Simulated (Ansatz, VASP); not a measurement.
Al3SiNO in VASP and in Ansatz

Contents of INCAR:

```
SYSTEM = Al3SiNO
PREC = Accurate
ENCUT = 520
EDIFF = 1E-7
ISMEAR = 0
SIGMA = 0.1
LREAL = .False.
LASPH = .True.
NELM = 60
ALGO = Normal
ISIF = 2
LWAVE = .False.
LCHARG = .False.
GGA = PE
NBANDS = 21
```

KPOINTS

```
Automatic mesh
0
Gamma
  4 4 4
  0 0 0
```

The input POSCAR:

```
Al3SiNO
1.0
    4.8097241000      0.0000000000      0.0000000000
    0.0000000000      3.9209335100      0.0000000000
   -2.3511994100      0.0000000000      4.3163781000
Al Si N O
3 1 1 1
Direct
    0.3262700100      0.0000000000      0.6517660000
    0.6737299900      0.0000000000      0.3482340000
    0.5000000000      0.5000000000      0.5000000000
    0.5000000000      0.5000000000      0.0000000000
    0.0000000000      0.5000000000      0.5000000000
    0.0000000000      0.0000000000      0.0000000000
```

Input for Ansatz:

```yaml
crystal:
  lattice:
    - [4.8097241, 0.0, 0.0]
    - [0.0, 3.92093351, 0.0]
    - [-2.35119941, 0.0, 4.3163781]
  atoms:
    - { symbol: Al, position: [0.32627001, 0.0, 0.651766] }
    - { symbol: Al, position: [0.67372999, 0.0, 0.348234] }
    - { symbol: Al, position: [0.5, 0.5, 0.5] }
    - { symbol: Si, position: [0.5, 0.5, 0.0] }
    - { symbol: "N", position: [0.0, 0.5, 0.5] }
    - { symbol: O, position: [0.0, 0.0, 0.0] }
basis:
  ecutwfc: 420
kpoints:
  mp_grid: { grid: [4, 4, 4] }
hamiltonian:
  xc: pbe
scf:
  occupations: { method: gaussian, width: 0.1 }
  lower_state_search: "off"
output:
  forces: true
  stress: true
  eigenvalues: true
```

Change from the starting cell: species swapped into the DyGaFeCo3 type (P2/m, No. 10).

Alike in both runs: task single point; functional PBE; k mesh 4 × 4 × 4; occupations gaussian, width 0.1 eV; no spin polarisation.

```csv
,VASP,Ansatz
version,VASP 6.6.1,Ansatz 0.2.0
potentials or method,"VASP PAW PBE potentials, release 64 (Al, Si, N, O), cutoff 520 eV","scalar-relativistic, plane waves, PAW"
valence electrons in the cell,24,24
```

VASP gave:

```
gap on the k mesh at the Fermi level (eV)                     : none
pressure (GPa)                                                : 2.2
traceless stress, the component that is largest in VASP (GPa) : 16.31
rms of the force components (eV/Å)                            : 0.698
```

Question: What did Ansatz give for the same quantities?

Answer: gap on the k mesh at the Fermi level (eV): none; pressure (GPa): 2.3; traceless stress, the component that is largest in VASP (GPa): 16.32; rms of the force components (eV/Å): 0.698.

Atom by atom the forces differ by 0.001 eV/Å (rms over components). A gap of «none» marks a metal or a gap that the smearing closes. With one functional, cell and mesh, what is left measures potentials, basis and numerics.

The k mesh is coarse, so the values compare programs but aren't converged.
